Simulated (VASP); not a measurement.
A run of VASP 6.6.1 is set up as follows.

File INCAR:

```
SYSTEM = Ni
PREC = Accurate
ENCUT = 600
EDIFF = 1E-7
ISMEAR = 0
SIGMA = 0.1
LREAL = .FALSE.
LASPH = .TRUE.
NELM = 150
ALGO = Fast
ISIF = 3
LWAVE = .FALSE.
LCHARG = .FALSE.
ISPIN = 2
MAGMOM = 0.81
LORBIT = 11
LMAXMIX = 4
GGA = PS
IBRION = 2
NSW = 100
EDIFFG = -0.005
```

File KPOINTS:

```
Automatic mesh
0
G
  20 20 20
  0 0 0
```

File POSCAR:

```
Ni
1.0
    0.0000000000      1.7375729300      1.7375729300
    1.7375729300      0.0000000000      1.7375729300
    1.7375729300      1.7375729300      0.0000000000
Ni
1
Direct
    0.0000000000      0.0000000000      0.0000000000
```

Potentials or basis: VASP PAW PBE potentials, release 64 (Ni).

Launch:

```console
$ cat potpaw_PBE.64/Ni/POTCAR > POTCAR
$ mpirun -np 1 vasp_std > vasp.out
```

Estimate the relaxed cell.

a = 2.448 Å, b = 2.448 Å, c = 2.448 Å, α = 60.00°, β = 60.00°, γ = 60.00°.

What does it give for the site moments?

Ni +0.63 μB.

The path:
```tsv
step	energy change (eV)	largest force (eV/Å)	pressure (GPa)	volume (Å³)
1	0.0000	0.0000	-2.46	10.49
2	0.0002	0.0000	2.96	10.25
3	-0.0009	0.0000	0.00	10.38
```

Caveat: the PAW data sets were made with another functional, which shifts forces and pressure a little.
